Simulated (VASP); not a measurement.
# NaCl (Fm-3m) in VASP: notebook

The runs below take NaCl through relaxation of cell and atoms, single point, with r2SCAN.

All numbers are computed with VASP 6.6.1; they aren't measurements. Logs are shortened: lines on timing, memory, paths and dates and some standing lists are left out, and cuts for length are marked.

## 1. The cell of the first run

The structure is cubic, space group Fm-3m (No. 225). The conventional cell has a = 5.620 Å, b = 5.620 Å, c = 5.620 Å, α = 90.00°, β = 90.00°, γ = 90.00°. Within 3.7 Å of Na (site symmetry m-3m) lie 6 Cl at 2.81 Å. Cl (site symmetry m-3m) has 6 Na at 2.81 Å within 3.7 Å.

## 2. Relaxation of cell and atoms, r2SCAN, target pressure 6.66 GPa, at which the enthalpy is minimised

Contents of POSCAR:

```
NaCl
1.0
    0.0000000000      2.8100000000      2.8100000000
    2.8100000000      0.0000000000      2.8100000000
    2.8100000000      2.8100000000      0.0000000000
Na Cl
1 1
Direct
    0.0000000000      0.0000000000      0.0000000000
    0.5000000000      0.5000000000      0.5000000000
```

Contents of INCAR.step1:

```
  PREC = Accurate
  ENCUT = 600
  ISMEAR = 0
  SIGMA = 0.1
  LREAL = False
  LASPH = True
  NELM = 60
  GGA = PE
  ALGO = Normal
  EDIFF = 1E-4
  LWAVE = True
  LCHARG = False
```

Contents of INCAR.step2:

```
  PREC = Accurate
  ENCUT = 600
  EDIFF = 1E-7
  ISMEAR = 0
  SIGMA = 0.1
  LREAL = False
  LASPH = True
  NELM = 60
  ALGO = Normal
  ISIF = 3
  LWAVE = False
  LCHARG = False
  METAGGA = R2SCAN
  LMIXTAU = True
  IBRION = 2
  NSW = 80
  EDIFFG = -0.05
  PSTRESS = 66.6
  ISTART = 1
```

Contents of KPOINTS:

```
regular mesh
0
Gamma
  6 6 6
```

Potentials or basis: VASP PAW PBE potentials, release 64 (Na_pv, Cl).

On the command line:

```console
$ cat potpaw_PBE.64/Na_pv/POTCAR potpaw_PBE.64/Cl/POTCAR > POTCAR
$ cp INCAR.step1 INCAR
$ mpirun -np 1 vasp_std > vasp.out
$ cp INCAR.step2 INCAR
$ mpirun -np 1 vasp_std > vasp.out
```

OUTCAR:

```text
PREC = Accurate
   ENCUT = 600
   EDIFF = 1E-7
   ISMEAR = 0
   LREAL = False
   LASPH = True
   NELM = 60
   ISIF = 3
   METAGGA = R2SCAN
   IBRION = 2
   NSW = 80
   EDIFFG = -0.05
   PSTRESS = 66.6
   ISTART = 1

 ion  position               nearest neighbor table
   1  0.000  0.000  0.000-
   2  0.500  0.500  0.500-

  LATTYP: Found a face centered cubic cell.
 ALAT       =     5.6200000000

  Lattice vectors:

 A1 = (   0.0000000000,   2.8100000000,   2.8100000000)
 A2 = (   2.8100000000,   0.0000000000,   2.8100000000)
 A3 = (   2.8100000000,   2.8100000000,   0.0000000000)

Analysis of symmetry for initial positions (statically):
=====================================================================
 Subroutine PRICEL returns:
 Original cell was already a primitive cell.

 Routine SETGRP: Setting up the symmetry group for a
 face centered cubic supercell.

 Subroutine GETGRP returns: Found 48 space group operations
 (whereof 48 operations were pure point group operations)
 out of a pool of 48 trial point group operations.

The static configuration has the point symmetry O_h .

Analysis of symmetry for dynamics (positions and initial velocities):
=====================================================================
 Subroutine PRICEL returns:
 Original cell was already a primitive cell.

 Routine SETGRP: Setting up the symmetry group for a
 face centered cubic supercell.

 Subroutine GETGRP returns: Found 48 space group operations
 (whereof 48 operations were pure point group operations)
 out of a pool of 48 trial point group operations.

The dynamic configuration has the point symmetry O_h .

 Subroutine INISYM returns: Found 48 space group operations
 (whereof 48 operations are pure point group operations),
 and found     1 'primitive' translations

----------------------------------------------------------------------------------------

                                     Primitive cell

  volume of cell :      44.3761

  direct lattice vectors                    reciprocal lattice vectors
     0.000000000  2.810000000  2.810000000    -0.177935943  0.177935943  0.177935943
     2.810000000  0.000000000  2.810000000     0.177935943 -0.177935943  0.177935943
     2.810000000  2.810000000  0.000000000     0.177935943  0.177935943 -0.177935943

  length of vectors
     3.973940110  3.973940110  3.973940110     0.308194094  0.308194094  0.308194094

  position of ions in fractional coordinates (direct lattice)
     0.000000000  0.000000000  0.000000000
     0.500000000  0.500000000  0.500000000

  ion indices of the primitive-cell ions
   primitive index   ion index
                 1           1
                 2           2

----------------------------------------------------------------------------------------

 KPOINTS: regular mesh

Automatic generation of k-mesh.
 Grid dimensions read from file:
 generate k-points for:    6    6    6

 Generating k-lattice:

  Cartesian coordinates                     Fractional coordinates (reciprocal lattice)
    -0.029655991  0.029655991  0.029655991     0.166666667  0.000000000  0.000000000
     0.029655991 -0.029655991  0.029655991     0.000000000  0.166666667  0.000000000
     0.029655991  0.029655991 -0.029655991     0.000000000  0.000000000  0.166666667

  Length of vectors
     0.051365682  0.051365682  0.051365682

  Shift w.r.t. Gamma in fractional coordinates (k-lattice)
     0.000000000  0.000000000  0.000000000

 Subroutine IBZKPT returns following result:
 ===========================================

 Found     16 irreducible k-points:

 Following reciprocal coordinates:
            Coordinates               Weight
  0.000000  0.000000  0.000000      1.000000
  0.166667  0.000000  0.000000      8.000000
  0.333333  0.000000  0.000000      8.000000
  0.500000  0.000000  0.000000      4.000000
  0.166667  0.166667  0.000000      6.000000
  0.333333  0.166667  0.000000     24.000000
[... 8 lines left out ...]
 -0.333333  0.333333  0.166667     24.000000
 -0.333333  0.500000  0.166667     12.000000
   k-points           NKPTS =     16   k-points in BZ     NKDIM =     16   number of bands    NBANDS=     11
   number of dos      NEDOS =    301   number of ions     NIONS =      2
   total plane-waves  NPLWV =  32768
   dimension x,y,z NGX =    32 NGY =   32 NGZ =   32
   dimension x,y,z NGXF=    64 NGYF=   64 NGZF=   64
   ions per type =               1   1
   NGX,Y,Z   is equivalent  to a cutoff of  13.39, 13.39, 13.39 a.u.
   NGXF,Y,Z  is equivalent  to a cutoff of  26.77, 26.77, 26.77 a.u.
 SYSTEM =  unknown system
   PREC   = accura    normal or accurate (medium, high low for compatibility)
   ISTART =      1    job   : 0-new  1-cont  2-samecut
   ICHARG =      0    charge: 1-file 2-atom 10-const
   ISPIN  =      1    spin polarized calculation?
   LNONCOLLINEAR =      F non collinear calculations
   LSORBIT =      F    spin-orbit coupling
   LASPH  =      T    aspherical Exc in radial PAW
[... 67 lines left out ...]
      6      -1.1027      2.00000
      7      -1.1027      2.00000
      8       4.8627      0.00000
      9      10.6678      0.00000
     10      10.6678      0.00000
     11      10.6678      0.00000

 k-point     2 :       0.1667    0.0000    0.0000
  band No.  band energies     occupation
      1     -22.6111      2.00000
      2     -22.6043      2.00000
      3     -22.6040      2.00000
      4     -14.2644      2.00000
      5      -1.6986      2.00000
      6      -1.1771      2.00000
      7      -1.1771      2.00000
      8       5.6724      0.00000
      9       9.8897      0.00000
     10      10.9892      0.00000
     11      10.9893      0.00000

 k-point     3 :       0.3333    0.0000    0.0000
  band No.  band energies     occupation
      1     -22.6261      2.00000
      2     -22.6053      2.00000
      3     -22.6050      2.00000
      4     -14.0886      2.00000
      5      -2.6490      2.00000
      6      -1.3192      2.00000
      7      -1.3192      2.00000
      8       6.7196      0.00000
      9       9.8397      0.00000
     10      10.9018      0.00000
     11      10.9021      0.00000
[... 231 lines left out ...]
 VOLUME and BASIS-vectors are now :
 -----------------------------------------------------------------------------
  energy-cutoff  :      600.00
  volume of cell :       38.40
      direct lattice vectors                 reciprocal lattice vectors
    -0.000000000  2.677633921  2.677633921    -0.186732023  0.186732023  0.186732023
     2.677633921 -0.000000000  2.677633921     0.186732023 -0.186732023  0.186732023
     2.677633921  2.677633921 -0.000000000     0.186732023  0.186732023 -0.186732023

 POSITION                                       TOTAL-FORCE (eV/Angst)
 -----------------------------------------------------------------------------------
      2.67763      2.67763      5.35527         0.000000     -0.000000      0.000000
      2.67763      2.67763      2.67763        -0.000000      0.000000     -0.000000
 -----------------------------------------------------------------------------------
    total drift:                               -0.000000     -0.000000     -0.000000

  FREE ENERGIE OF THE ION-ELECTRON SYSTEM (eV)
  ---------------------------------------------------
  free  energy   TOTEN  =       -13.7210883251 eV

  energy  without entropy=      -13.7210883250  energy(sigma->0) =      -13.72108833

  enthalpy is  TOTEN    =       -12.1250355560 eV   P V=        1.5960527691

--------------------------------------- Ionic step        3  -------------------------------------------

 number of electron      14.0000007 magnetization

 Free energy of the ion-electron system (eV)
  ---------------------------------------------------
  ext. energy  EPLUGINS =         0.00000000
  ---------------------------------------------------
  free energy    TOTEN  =       -13.68500460 eV

  energy without entropy =      -13.68500460  energy(sigma->0) =      -13.68500460

 E-fermi :   0.5058     XC(G=0):  -9.5243

 val. band max:        0.0366733560   @ k =   0.0000   0.0000   0.0000
 cond. band min:       6.8300454527   @ k =   0.0000   0.0000   0.0000
 fundamental gap:      6.7933720967
 Fermi energy:         0.5058105364

 k-point     1 :       0.0000    0.0000    0.0000
  band No.  band energies     occupation
      1     -21.2165      2.00000
      2     -21.2162      2.00000
      3     -21.2162      2.00000
      4     -13.6852      2.00000
      5       0.0367      2.00000
      6       0.0367      2.00000
      7       0.0367      2.00000
      8       6.8300      0.00000
      9      11.9143      0.00000
     10      11.9143      0.00000
     11      11.9143      0.00000

 k-point     2 :       0.1667    0.0000    0.0000
  band No.  band energies     occupation
      1     -21.2335      2.00000
      2     -21.2173      2.00000
      3     -21.2170      2.00000
      4     -13.5485      2.00000
      5      -0.7386      2.00000
      6      -0.0712      2.00000
      7      -0.0712      2.00000
      8       7.7212      0.00000
      9      11.2288      0.00000
     10      12.3204      0.00000
     11      12.3206      0.00000

 k-point     3 :       0.3333    0.0000    0.0000
  band No.  band energies     occupation
      1     -21.2674      2.00000
      2     -21.2192      2.00000
      3     -21.2189      2.00000
      4     -13.2583      2.00000
      5      -1.9777      2.00000
      6      -0.2745      2.00000
      7      -0.2744      2.00000
      8       8.3975      0.00000
      9      11.9413      0.00000
     10      12.3910      0.00000
     11      12.3914      0.00000
[... 193 lines left out ...]
 VOLUME and BASIS-vectors are now :
 -----------------------------------------------------------------------------
  energy-cutoff  :      600.00
  volume of cell :       37.36
      direct lattice vectors                 reciprocal lattice vectors
    -0.000000000  2.653290528  2.653290528    -0.188445251  0.188445251  0.188445251
     2.653290528 -0.000000000  2.653290528     0.188445251 -0.188445251  0.188445251
     2.653290528  2.653290528 -0.000000000     0.188445251  0.188445251 -0.188445251

 POSITION                                       TOTAL-FORCE (eV/Angst)
 -----------------------------------------------------------------------------------
      0.00000      0.00000     -0.00000         0.000000      0.000000      0.000000
      2.65329      2.65329      2.65329        -0.000000     -0.000000     -0.000000
 -----------------------------------------------------------------------------------
    total drift:                                0.000000     -0.000000     -0.000000

  FREE ENERGIE OF THE ION-ELECTRON SYSTEM (eV)
  ---------------------------------------------------
  free  energy   TOTEN  =       -13.6850046002 eV

  energy  without entropy=      -13.6850046002  energy(sigma->0) =      -13.68500460

  enthalpy is  TOTEN    =       -12.1320882511 eV   P V=        1.5529163491

 reached required accuracy - stopping structural energy minimisation
```

Wall time 42 s (1 thread of Intel Xeon 6975P-C (Granite Rapids), shared host); peak memory 0.18 GiB.

Results:

```
Free energy                                            : -13.6850 eV
Relaxed volume                                         : 18.68 Å³/atom
Relaxed cell                                           : a = 3.752 Å, b = 3.752 Å, c = 3.752 Å, α = 60.00°, β = 60.00°, γ = 60.00°
Space group after relaxing (to 0.05 Å)                 : Fm-3m (No. 225)
Energy change on relaxing (the enthalpy is what falls) : +52.8 meV/atom
Ionic steps                                            : 3
Pressure after relaxing                                : 6.4 GPa
Band gap on the k mesh                                 : 6.79 eV, direct
```

Step by step:
| step | energy change (eV) | largest force (eV/Å) | pressure (GPa) | volume (Å³) |
| --- | --- | --- | --- | --- |
| 1 | 0.0000 | 0.0000 | -0.39 | 44.38 |
| 2 | 0.0695 | 0.0000 | 4.98 | 38.40 |
| 3 | 0.1056 | 0.0000 | 6.37 | 37.36 |

Final structure:
```
Na Cl
1.0
     0.00000    2.65329    2.65329
     2.65329    0.00000    2.65329
     2.65329    2.65329    0.00000
Na Cl
1 1
Direct
  0.00000 0.00000 0.00000
  0.50000 0.50000 0.50000
```

Caveat: the cell is relaxed towards a set pressure, so the enthalpy falls and the energy may rise; the volume moved by over 15 % at a fixed basis, so the end points are rough; the PAW data sets were made with another functional, which shifts forces and pressure a little. r2SCAN opens gaps a little over a GGA but as a rule still falls short of measured ones.

## 3. Relaxation of cell and atoms, r2SCAN, target pressure 6.66 GPa, at which the enthalpy is minimised

This run uses another cell than the first one, of 18.71 Å³/atom, 0.843 times its volume.

Contents of POSCAR:

```
NaCl
1.0
    0.0000000000      2.6546605806      2.6546605806
    2.6546605806      0.0000000000      2.6546605806
    2.6546605806      2.6546605806      0.0000000000
Na Cl
1 1
Direct
    0.0000000000      0.0000000000      0.0000000000
    0.5000000000      0.5000000000      0.5000000000
```

Contents of INCAR.step1:

```
SYSTEM = NaCl
ALGO = Normal
EDIFF = 1E-4
ENCUT = 600
GGA = PE
ISMEAR = 0
LASPH = .True.
LCHARG = .False.
LREAL = .False.
LWAVE = .True.
NELM = 80
PREC = Accurate
SIGMA = 0.01
```

Contents of INCAR.step2:

```
SYSTEM = NaCl
ALGO = Normal
EDIFF = 1E-6
EDIFFG = -0.002
ENCUT = 600
IBRION = 2
ISIF = 3
ISMEAR = 0
ISTART = 1
LASPH = .True.
LCHARG = .False.
LMIXTAU = .True.
LREAL = .False.
LWAVE = .False.
METAGGA = R2SCAN
NELM = 80
NSW = 80
PREC = Accurate
PSTRESS = 66.6
SIGMA = 0.01
```

Contents of KPOINTS:

```
k-points
0
Gamma
  8 8 8
  0 0 0
```

Potentials or basis: VASP PAW PBE potentials, release 64 (Na_pv, Cl).

On the command line:

```console
$ cat potpaw_PBE.64/Na_pv/POTCAR potpaw_PBE.64/Cl/POTCAR > POTCAR
$ cp INCAR.step1 INCAR
$ mpirun -np 1 vasp_std > vasp.out
$ cp INCAR.step2 INCAR
$ mpirun -np 1 vasp_std > vasp.out
```

Wall time 47 s (1 thread of Intel Xeon 6975P-C (Granite Rapids), shared host); peak memory 0.17 GiB.

The run converged. Its results:

```yaml
Free_energy: -13.6765 eV
Relaxed_volume: 18.60 Å³/atom
Relaxed_cell: a = 3.747 Å, b = 3.747 Å, c = 3.747 Å, α = 60.00°, β = 60.00°, γ = 60.00°
Space_group_after_relaxing_to_0.05_Å: Fm-3m (No. 225)
Energy_change_on_relaxing_the_enthalpy_is_what_falls: +4.4 meV/atom
Ionic_steps: 2
Pressure_after_relaxing: 6.6 GPa
Band_gap_on_the_k_mesh: 6.82 eV, direct
```

Step by step:
| step | energy change (eV) | largest force (eV/Å) | pressure (GPa) | volume (Å³) |
| --- | --- | --- | --- | --- |
| 1 | 0.0000 | 0.0000 | 6.31 | 37.42 |
| 2 | 0.0089 | 0.0000 | 6.65 | 37.19 |

Final structure:
```
Na Cl
1.0
     0.00000    2.64939    2.64939
     2.64939    0.00000    2.64939
     2.64939    2.64939    0.00000
Na Cl
1 1
Direct
  0.00000 0.00000 0.00000
  0.50000 0.50000 0.50000
```

Levels at points of the mesh, in eV from the valence-band top:
```
           k point  band 4  band 5  band 6  band 7  band 8  band 9  band 10  band 11
(0.00, 0.00, 0.00)  -13.74    0.00    0.00    0.00    6.82   11.88    11.88    11.88
(0.50, 0.00, 0.00)  -13.15   -2.57   -0.41   -0.41    8.28   12.19    12.19    13.28
(0.50, 0.50, 0.00)  -13.10   -2.24   -0.82   -0.82    8.38    8.98    13.73    16.69
```

Caveat: the cell is relaxed towards a set pressure, so the enthalpy falls and the energy may rise; the PAW data sets were made with another functional, which shifts forces and pressure a little. r2SCAN opens gaps a little over a GGA but as a rule still falls short of measured ones.

## 4. Single point, r2SCAN

Contents of POSCAR:

```
NaCl
1.0
    0.0000000000      2.8100000000      2.8100000000
    2.8100000000      0.0000000000      2.8100000000
    2.8100000000      2.8100000000      0.0000000000
Na Cl
1 1
Direct
    0.0000000000      0.0000000000      0.0000000000
    0.5000000000      0.5000000000      0.5000000000
```

Contents of INCAR.step1:

```
PREC = Accurate
ENCUT = 520
ISMEAR = 0
SIGMA = 0.1
LREAL = False
LASPH = True
NELM = 60
NBANDS = 14
GGA = PE
ALGO = Normal
EDIFF = 1E-4
LWAVE = True
LCHARG = False
```

Contents of INCAR.step2:

```
PREC = Accurate
ENCUT = 520
EDIFF = 1E-6
ISMEAR = 0
SIGMA = 0.1
LREAL = False
LASPH = True
NELM = 60
ALGO = Normal
ISIF = 2
LWAVE = False
LCHARG = True
METAGGA = R2SCAN
LMIXTAU = True
LELF = True
LVHAR = True
NBANDS = 14
ISTART = 1
```

Contents of KPOINTS:

```
Automatic mesh
0
Gamma
  6 6 6
```

On the command line:

```console
$ cat potpaw_PBE.64/Na_pv/POTCAR potpaw_PBE.64/Cl/POTCAR > POTCAR
$ cp INCAR.step1 INCAR
$ mpirun -np 1 vasp_std > vasp.out
$ cp INCAR.step2 INCAR
$ mpirun -np 1 vasp_std > vasp.out
```

It used 38 s of CPU time on 1 thread of Intel Xeon 6975P-C (shared host).

The run converged. Its results:

* Free energy: -13.7895 eV
* Pressure: -0.4 GPa
* Band gap on the k mesh: 5.97 eV, direct

Levels at points of the mesh, in eV from the valence-band top:
| k point | band 3 | band 4 | band 5 | band 6 | band 7 | band 8 | band 9 | band 10 | band 11 | band 12 |
| --- | --- | --- | --- | --- | --- | --- | --- | --- | --- | --- |
| (0.00, 0.00, 0.00) | -21.50 | -13.25 | 0.00 | 0.00 | 0.00 | 5.97 | 11.77 | 11.77 | 11.77 | 14.03 |
| (0.50, 0.00, 0.00) | -21.50 | -12.89 | -1.95 | -0.28 | -0.28 | 7.97 | 11.70 | 11.79 | 11.80 | 16.06 |
| (0.50, 0.50, 0.00) | -21.51 | -12.84 | -1.71 | -0.62 | -0.62 | 8.47 | 8.60 | 12.29 | 16.02 | 16.02 |

Caveat: the PAW data sets were made with another functional, which shifts forces and pressure a little.

## 5. Overview

| task | cell | k mesh | cutoff (eV) | smearing | gap on the mesh (eV) | pressure (GPa) |
| --- | --- | --- | --- | --- | --- | --- |
| relaxation of cell and atoms | relaxed to 6.66 GPa from a = 3.974 Å, angles 60.0°, 2 atoms | 6 × 6 × 6 | 600 | gaussian 0.1 eV | 6.79 | 6.4 |
| relaxation of cell and atoms | relaxed to 6.66 GPa from a = 3.754 Å, angles 60.0°, 2 atoms | 8 × 8 × 8 | 600 | gaussian 0.01 eV | 6.82 | 6.6 |
| single point | a = 3.974 Å, angles 60.0°, 2 atoms | 6 × 6 × 6 | 520 | gaussian 0.1 eV | 5.97 | -0.4 |

Alike in all rows: level r2SCAN; potentials or basis VASP PAW PBE potentials, release 64 (Na_pv, Cl); no spin polarisation.

Caveats: the PAW data sets were made with another functional, which shifts forces and pressure a little; the cell is relaxed towards a set pressure, so the enthalpy falls and the energy may rise (some runs); the volume moved by over 15 % at a fixed basis, so the end points are rough (some runs).

Total energies depend on the potentials used, so only differences within one code and one set of settings carry meaning.
